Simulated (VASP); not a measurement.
# LiF (P6_3mc) in VASP: a series of runs

Runs on LiF. Level: LDA. Tasks: single point.

Everything below comes from runs of VASP 6.6.1. Logs are shortened: lines on timing, memory, paths and dates and some standing lists are left out, and cuts for length are marked.

## (1) The cell of the first run

The structure is hexagonal, space group P6_3mc (No. 186). Conventional cell: a = 3.108 Å, b = 3.108 Å, c = 5.137 Å, α = 90.00°, β = 90.00°, γ = 120.00°. Within 2.5 Å of Li (site symmetry 3m) lie 4 F at 1.88 to 2.02 Å. F (site symmetry 3m) has 4 Li at 1.88 to 2.02 Å within 2.5 Å.

## (2) Single point, LDA (volume 10.743 Å^3 an atom, c/a of the conventional cell 1.6529)

The input, INCAR:

```
SYSTEM = LiF
PREC = Accurate
ENCUT = 520
EDIFF = 1E-6
ISMEAR = 0
SIGMA = 0.05
LREAL = .FALSE.
LASPH = .TRUE.
NELM = 80
ALGO = Normal
ISIF = 2
LWAVE = .FALSE.
LCHARG = .FALSE.
GGA = CA
NBANDS = 18
```

The input, KPOINTS:

```
Automatic mesh
0
G
  9 9 6
  0 0 0
```

The input, POSCAR:

```
LiF
1.0
    3.1079172854      0.0000000000      0.0000000000
   -1.5539586427      2.6915353220      0.0000000000
    0.0000000000      0.0000000000      5.1370764810
Li F
2 2
Direct
    0.3333333333      0.6666666667      0.3839784076
    0.6666666667      0.3333333333      0.8839784076
    0.3333333333      0.6666666667      0.9910195924
    0.6666666667      0.3333333333      0.4910195924
```

Potentials or basis: VASP PAW LDA potentials, release 64 (Li_sv, F).

On the command line:

```
> cat potpaw_LDA.64/Li_sv/POTCAR potpaw_LDA.64/F/POTCAR > POTCAR
> mpirun -np 1 vasp_std > vasp.out
```

OUTCAR:

```text
SYSTEM = LiF
   PREC = Accurate
   ENCUT = 520
   EDIFF = 1E-6
   ISMEAR = 0
   LREAL = .FALSE.
   LASPH = .TRUE.
   NELM = 80
   ISIF = 2
   GGA = CA

 ion  position               nearest neighbor table
   1  0.333  0.667  0.384-   4 1.88   4 1.88   4 1.88   3 2.02
   2  0.667  0.333  0.884-   3 1.88   3 1.88   3 1.88   4 2.02
   3  0.333  0.667  0.991-   2 1.88   2 1.88   2 1.88   1 2.02
   4  0.667  0.333  0.491-   1 1.88   1 1.88   1 1.88   2 2.02

  LATTYP: Found a hexagonal cell.
 ALAT       =     3.1079172854
 C/A-ratio  =     1.6529000000

  Lattice vectors:

 A1 = (   3.1079172854,   0.0000000000,   0.0000000000)
 A2 = (  -1.5539586427,   2.6915353220,   0.0000000000)
 A3 = (   0.0000000000,   0.0000000000,   5.1370764810)

Analysis of symmetry for initial positions (statically):
=====================================================================
 Subroutine PRICEL returns:
 Original cell was already a primitive cell.

 Routine SETGRP: Setting up the symmetry group for a
 hexagonal supercell.

 Subroutine GETGRP returns: Found 12 space group operations
 (whereof  6 operations were pure point group operations)
 out of a pool of 24 trial point group operations.

The static configuration has the point symmetry C_3v.
 The point group associated with its full space group is C_6v.

Analysis of symmetry for dynamics (positions and initial velocities):
=====================================================================
 Subroutine PRICEL returns:
 Original cell was already a primitive cell.

 Routine SETGRP: Setting up the symmetry group for a
 hexagonal supercell.

 Subroutine GETGRP returns: Found 12 space group operations
 (whereof  6 operations were pure point group operations)
 out of a pool of 24 trial point group operations.

The dynamic configuration has the point symmetry C_3v.
 The point group associated with its full space group is C_6v.

 Subroutine INISYM returns: Found 12 space group operations
 (whereof  6 operations are pure point group operations),
 and found     1 'primitive' translations

----------------------------------------------------------------------------------------

                                     Primitive cell

  volume of cell :      42.9720

  direct lattice vectors                    reciprocal lattice vectors
     3.107917285  0.000000000  0.000000000     0.321758885  0.185767579  0.000000000
    -1.553958643  2.691535322  0.000000000     0.000000000  0.371535158  0.000000000
     0.000000000  0.000000000  5.137076481     0.000000000  0.000000000  0.194663249

  length of vectors
     3.107917285  3.107917285  5.137076481     0.371535158  0.371535158  0.194663249

  position of ions in fractional coordinates (direct lattice)
     0.333333333  0.666666667  0.383978408
     0.666666667  0.333333333  0.883978408
     0.333333333  0.666666667  0.991019592
     0.666666667  0.333333333  0.491019592

  ion indices of the primitive-cell ions
   primitive index   ion index
                 1           1
                 2           2
                 3           3
                 4           4

----------------------------------------------------------------------------------------

 KPOINTS: Automatic mesh

Automatic generation of k-mesh.
 Grid dimensions read from file:
 generate k-points for:    9    9    6

 Generating k-lattice:

  Cartesian coordinates                     Fractional coordinates (reciprocal lattice)
     0.035750987  0.020640842  0.000000000     0.111111111  0.000000000  0.000000000
     0.000000000  0.041281684  0.000000000     0.000000000  0.111111111  0.000000000
     0.000000000  0.000000000  0.032443875     0.000000000  0.000000000  0.166666667

  Length of vectors
     0.041281684  0.041281684  0.032443875

  Shift w.r.t. Gamma in fractional coordinates (k-lattice)
     0.000000000  0.000000000  0.000000000

 Subroutine IBZKPT returns following result:
 ===========================================

 Found     48 irreducible k-points:

 Following reciprocal coordinates:
            Coordinates               Weight
  0.000000  0.000000  0.000000      1.000000
  0.111111 -0.000000  0.000000      6.000000
  0.222222 -0.000000  0.000000      6.000000
  0.333333  0.000000  0.000000      6.000000
  0.444444 -0.000000  0.000000      6.000000
  0.111111  0.111111  0.000000      6.000000
[... 16 lines left out ...]
  0.333333  0.222222  0.166667     24.000000
  0.333333  0.333333  0.166667      4.000000
 [... further k-points ...]
   k-points           NKPTS =     48   k-points in BZ     NKDIM =     48   number of bands    NBANDS=     18
   number of dos      NEDOS =    301   number of ions     NIONS =      4
   total plane-waves  NPLWV =  23040
   dimension x,y,z NGX =    24 NGY =   24 NGZ =   40
   dimension x,y,z NGXF=    48 NGYF=   48 NGZF=   80
   ions per type =               2   2
   NGX,Y,Z   is equivalent  to a cutoff of  12.84, 12.84, 12.94 a.u.
   NGXF,Y,Z  is equivalent  to a cutoff of  25.68, 25.68, 25.89 a.u.
 SYSTEM =  LiF
   PREC   = accura    normal or accurate (medium, high low for compatibility)
   ISTART =      0    job   : 0-new  1-cont  2-samecut
   ICHARG =      2    charge: 1-file 2-atom 10-const
   ISPIN  =      1    spin polarized calculation?
   LNONCOLLINEAR =      F non collinear calculations
   LSORBIT =      F    spin-orbit coupling
   LASPH  =      T    aspherical Exc in radial PAW
   ENCUT  =  520.0 eV  38.22 Ry    6.18 a.u.   5.78  5.78  9.55*2*pi/ulx,y,z
   NELM   =     80;   NELMIN=  2; NELMDL= -5     # of ELM steps
   EDIFF  = 0.1E-05   stopping-criterion for ELM
   LREAL  =      F    real-space projection
   EDIFFG = 0.1E-04   stopping-criterion for IOM
   NSW    =      0    number of steps for IOM
   IBRION =     -1    ionic relax: 0-MD 1-quasi-New 2-CG
   NFREE  =      0    steps in history (QN), initial steepest desc. (CG)
   ISIF   =      2    stress and relaxation
   ISYM   =      2    0-nonsym 1-usesym 2-fastsym
   POTIM  = 0.5000    time-step for ionic-motion
   TEBEG  =    0.0;   TEEND  =   0.0 temperature during run
   PSTRESS=    0.0 pullay stress
   NELECT =      20.0000    total number of electrons
   NUPDOWN=      -1.0000    fix difference up-down
   EMIN   =  10.00;   EMAX   =-10.00  energy-range for DOS
   EFERMI =   0.00;   METHOD = LEGACY
   ISMEAR =     0;   SIGMA  =   0.05  broadening in eV -4-tet -1-fermi 0-gaus
   EFERMI_NEDOS =   21; number of points for ismear=-14 and -15
   IALGO  =     38    algorithm
   IMIX   =      4    mixing-type and parameters
     AMIX     =   0.40;   BMIX     =  1.00
     AMIX_MAG =   1.60;   BMIX_MAG =  1.00
  volume/ion in A,a.u.               =      10.74        72.50
  Fermi-wavevector in a.u.,A,eV,Ry     =   1.268692  2.397481 21.899668  1.609580
  Thomas-Fermi vector in A             =   2.401773
   LORBIT       =      0    0 simple, 1 ext, 2 COOP (PROOUT), +10 PAW based schemes
   GGA     = CA    functional components
   LHFCALC =     F    Hartree Fock is set to
   AEXX    =    0.0000 exact exchange contribution
   IVDW    =     0    specifies the selected vdW correction
   LEPSILON=     F    determine dielectric tensor
   LRPA    =     F    only Hartree local field effects (RPA)
 non-spin polarized calculation
 Gauss-broadening in eV      SIGMA  =   0.05
  energy-cutoff  :      520.00
  volume of cell :       42.97
 maximum number of plane-waves:      1172
 NGX is ok and might be reduce to    24
   NGX = 11   NGY = 11   NGZ = 19

 number of electron      19.9999972 magnetization

 Free energy of the ion-electron system (eV)
  ---------------------------------------------------
  ext. energy  EPLUGINS =         0.00000000
  ---------------------------------------------------
  free energy    TOTEN  =       -20.64906924 eV

  energy without entropy =      -20.64906924  energy(sigma->0) =      -20.64906924

 E-fermi :  -2.8496     XC(G=0):  -9.1841

 val. band max:       -3.1547514708   @ k =   0.0000   0.0000   0.0000
 cond. band min:       3.9543546257   @ k =   0.0000   0.0000   0.0000
 fundamental gap:      7.1091060965
 Fermi energy:        -2.8495700144

 k-point     1 :       0.0000    0.0000    0.0000
  band No.  band energies     occupation
      1     -42.6277      2.00000
      2     -42.6006      2.00000
      3     -22.0123      2.00000
      4     -21.8230      2.00000
      5      -5.1383      2.00000
      6      -3.4953      2.00000
[... 10 lines left out ...]
     17      15.6544      0.00000
     18      15.6544      0.00000

 k-point     2 :       0.1111   -0.0000    0.0000
  band No.  band energies     occupation
      1     -42.6244      2.00000
      2     -42.5987      2.00000
      3     -21.9978      2.00000
      4     -21.8183      2.00000
      5      -5.0723      2.00000
      6      -3.6329      2.00000
[... 10 lines left out ...]
     17      15.7858      0.00000
     18      15.8210      0.00000

 k-point     3 :       0.2222   -0.0000    0.0000
  band No.  band energies     occupation
      1     -42.6155      2.00000
      2     -42.5939      2.00000
      3     -21.9579      2.00000
      4     -21.8071      2.00000
      5      -4.9032      2.00000
      6      -4.0154      2.00000
[... 10 lines left out ...]
     17      15.8239      0.00000
     18      15.8853      0.00000

 k-point     4 :       0.3333    0.0000    0.0000
  band No.  band energies     occupation
      1     -42.6047      2.00000
      2     -42.5892      2.00000
      3     -21.9064      2.00000
      4     -21.7991      2.00000
      5      -4.8118      2.00000
      6      -4.3152      2.00000
[... 375 lines left out ...]
      4     -21.8029      2.00000
      5      -4.7007      2.00000
      6      -4.5767      2.00000
[... 10 lines left out ...]
     17      15.2187      0.00000
     18      16.7174      0.00000

 k-point    23 :       0.3333    0.2222    0.1667
  band No.  band energies     occupation
      1     -42.5922      2.00000
      2     -42.5870      2.00000
      3     -21.8411      2.00000
      4     -21.8062      2.00000
      5      -4.9276      2.00000
      6      -4.4187      2.00000
[... 10 lines left out ...]
     17      14.6473      0.00000
     18      16.5852      0.00000

 k-point    24 :       0.3333    0.3333    0.1667
  band No.  band energies     occupation
      1     -42.5883      2.00000
      2     -42.5883      2.00000
      3     -21.8179      2.00000
      4     -21.8179      2.00000
      5      -4.9748      2.00000
      6      -4.2573      2.00000
[... 10 lines left out ...]
     17      14.2726      0.00000
     18      16.7686      0.00000

 [... further k-points ...]
[... 5 lines left out ...]
  --------------------------------------------------------------------------------------
  -------------------------------------------------------------------------------------
  Total       -1.5274868     -1.5274868     -2.4343627      0.0000000      0.0000000      0.0000000
  in kB      -56.9511487    -56.9511487    -90.7633052      0.0000000      0.0000000      0.0000000
  external PRESSURE =     -68.2218676 kB  Pullay stress =       0.0000000 kB

 VOLUME and BASIS-vectors are now :
 -----------------------------------------------------------------------------
  energy-cutoff  :      520.00
  volume of cell :       42.97
      direct lattice vectors                 reciprocal lattice vectors
     3.107917285  0.000000000  0.000000000     0.321758885  0.185767579  0.000000000
    -1.553958643  2.691535322  0.000000000     0.000000000  0.371535158  0.000000000
     0.000000000  0.000000000  5.137076481     0.000000000  0.000000000  0.194663249

 POSITION                                       TOTAL-FORCE (eV/Angst)
 -----------------------------------------------------------------------------------
     -0.00000      1.79436      1.97253         0.000000     -0.000000     -0.131755
      1.55396      0.89718      4.54106        -0.000000      0.000000     -0.131755
     -0.00000      1.79436      5.09094        -0.000000      0.000000      0.131755
      1.55396      0.89718      2.52241         0.000000     -0.000000      0.131755
 -----------------------------------------------------------------------------------
    total drift:                                0.000000      0.000000     -0.001081

  FREE ENERGIE OF THE ION-ELECTRON SYSTEM (eV)
  ---------------------------------------------------
  free  energy   TOTEN  =       -20.6490692445 eV

  energy  without entropy=      -20.6490692445  energy(sigma->0) =      -20.64906924
```

Wall time 18 s (1 thread of AMD EPYC 9R45 (Zen 5), shared host); peak memory 0.12 GiB.

What came out:

| Quantity | Value |
| --- | --- |
| Free energy | -20.6491 eV |
| Largest force | 0.132 eV/Å |
| Band gap on the k mesh | 7.11 eV, direct |

Forces in eV/Å, atoms in the order of the input:
```
Li   0.000  0.000 -0.132
Li   0.000  0.000 -0.132
F    0.000  0.000  0.132
F    0.000  0.000  0.132
```

Levels at points of the mesh, in eV from the valence-band top:
```csv
k point,band 6,band 7,band 8,band 9,band 10,band 11,band 12,band 13,band 14,band 15
"(0.00, 0.00, 0.00)",-0.34,-0.34,-0.11,-0.11,0.00,7.11,10.97,13.99,17.95,17.95
"(0.00, 0.00, 0.50)",-1.07,-0.23,-0.23,-0.23,-0.23,8.69,8.69,16.13,16.13,18.20
```

Caveat: the cutoff is under 1.25 times the usual one of these potentials, so pressure, stress and relaxed cells hold a basis-set (Pulay) error.

## (3) Single point, LDA (volume 10.743 Å^3 an atom, c/a of the conventional cell 1.6933)

The input, INCAR:

```
PREC = Accurate ; ENCUT = 520
EDIFF = 1E-6 ; ISMEAR = 0
SIGMA = 0.05 ; LREAL = F
LASPH = T ; NELM = 100
ALGO = Normal ; ISIF = 2
LWAVE = F ; LCHARG = F
GGA = CA ; NBANDS = 18
```

The input, KPOINTS:

```
Automatic mesh
0
Gamma
  9 9 6
```

The input, POSCAR:

```
LiF
1.0
    3.0830010715      0.0000000000      0.0000000000
   -1.5415005357      2.6699572478      0.0000000000
    0.0000000000      0.0000000000      5.2204457143
Li F
2 2
Direct
    0.3333333333      0.6666666667      0.3839784076
    0.6666666667      0.3333333333      0.8839784076
    0.3333333333      0.6666666667      0.9910195924
    0.6666666667      0.3333333333      0.4910195924
```

Potentials or basis: VASP PAW LDA potentials, release 64 (Li_sv, F).

On the command line:

```
> cat potpaw_LDA.64/Li_sv/POTCAR potpaw_LDA.64/F/POTCAR > POTCAR
> mpirun -np 1 vasp_std > vasp.out
```

Wall time 26 s (1 thread of AMD EPYC 9R45 (Zen 5), shared host); peak memory 0.12 GiB.

The run converged. Its results:

```yaml
Free_energy: -20.6318 eV
Largest_force: 0.148 eV/Å
Band_gap_on_the_k_mesh: 7.13 eV, direct
```

Forces on the atoms (eV/Å):
```
Li   0.000  0.000 -0.148
Li   0.000  0.000 -0.148
F    0.000  0.000  0.148
F    0.000  0.000  0.148
```

Levels at points of the mesh, in eV from the valence-band top:
| k point | band 7 | band 8 | band 9 | band 10 | band 11 | band 12 | band 13 | band 14 |
| --- | --- | --- | --- | --- | --- | --- | --- | --- |
| (0.00, 0.00, 0.00) | -0.27 | -0.07 | -0.07 | 0.00 | 7.13 | 10.87 | 13.92 | 18.04 |
| (0.00, 0.00, 0.50) | -0.17 | -0.17 | -0.17 | -0.17 | 8.68 | 8.68 | 15.98 | 15.98 |

Caveat: the cutoff is under 1.25 times the usual one of these potentials, so pressure, stress and relaxed cells hold a basis-set (Pulay) error. A k mesh can miss the band edges.

## (4) Single point, LDA (volume 10.743 Å^3 an atom, c/a of the conventional cell 1.3962)

The input, INCAR:

```
SYSTEM = LiF
PREC = Accurate ; ENCUT = 520
EDIFF = 1E-7 ; ISMEAR = 0
SIGMA = 0.05 ; LREAL = .False.
LASPH = .True. ; NELM = 100
ALGO = Normal ; ISIF = 2
LWAVE = .False. ; LCHARG = .False.
NBANDS = 18
```

The input, KPOINTS:

```
Automatic mesh
0
Gamma
  9 9 6
  0 0 0
```

The input, POSCAR:

```
LiF
1.0
    3.2877776126      0.0000000000      0.0000000000
   -1.6438888063      2.8472989345      0.0000000000
    0.0000000000      0.0000000000      4.5903951027
Li F
2 2
Direct
    0.3333333333      0.6666666667      0.3839784076
    0.6666666667      0.3333333333      0.8839784076
    0.3333333333      0.6666666667      0.9910195924
    0.6666666667      0.3333333333      0.4910195924
```

On the command line:

```
> cat potpaw_LDA.64/Li_sv/POTCAR potpaw_LDA.64/F/POTCAR > POTCAR
> mpirun -np 1 vasp_std > vasp.out
```

Run time: 26 s. Hardware: 1 thread of AMD EPYC 9R45 (Zen 5), shared host; peak memory 0.12 GiB.

The run converged. Its results:

- Free energy: -20.6073 eV
- Largest force: 0.280 eV/Å
- Band gap on the k mesh: 6.98 eV, direct

Forces on the atoms (eV/Å):
```
Li   0.000  0.000  0.280
Li   0.000  0.000  0.280
F    0.000  0.000 -0.280
F    0.000  0.000 -0.280
```

Levels at points of the mesh, in eV from the valence-band top:
```tsv
k point	band 8	band 9	band 10	band 11	band 12	band 13
(0.00, 0.00, 0.00)	-0.24	-0.24	0.00	6.98	11.80	14.74
(0.00, 0.00, 0.50)	-0.46	-0.46	-0.46	8.79	8.79	16.79
```

Caveat: the cutoff is under 1.25 times the usual one of these potentials, so pressure, stress and relaxed cells hold a basis-set (Pulay) error. A k mesh can miss the band edges.

## (5) The runs side by side

```tsv
cell	gap on the mesh (eV)	largest force (eV/Å)
a = 3.108, b = 3.108, c = 5.137 Å, angles 90.0, 90.0, 120.0°, 4 atoms	7.11	0.13
a = 3.083, b = 3.083, c = 5.220 Å, angles 90.0, 90.0, 120.0°, 4 atoms	7.13	0.15
a = 3.288, b = 3.288, c = 4.590 Å, angles 90.0, 90.0, 120.0°, 4 atoms	6.98	0.28
```

Alike in all rows: task single point; level LDA; potentials or basis VASP PAW LDA potentials, release 64 (Li_sv, F); no spin polarisation; k mesh 9 × 9 × 6; cutoff (eV) 520; smearing gaussian 0.05 eV.

Caveats: the cutoff is under 1.25 times the usual one of these potentials, so pressure, stress and relaxed cells hold a basis-set (Pulay) error.

Absolute energies hang on the potentials; compare differences alone.
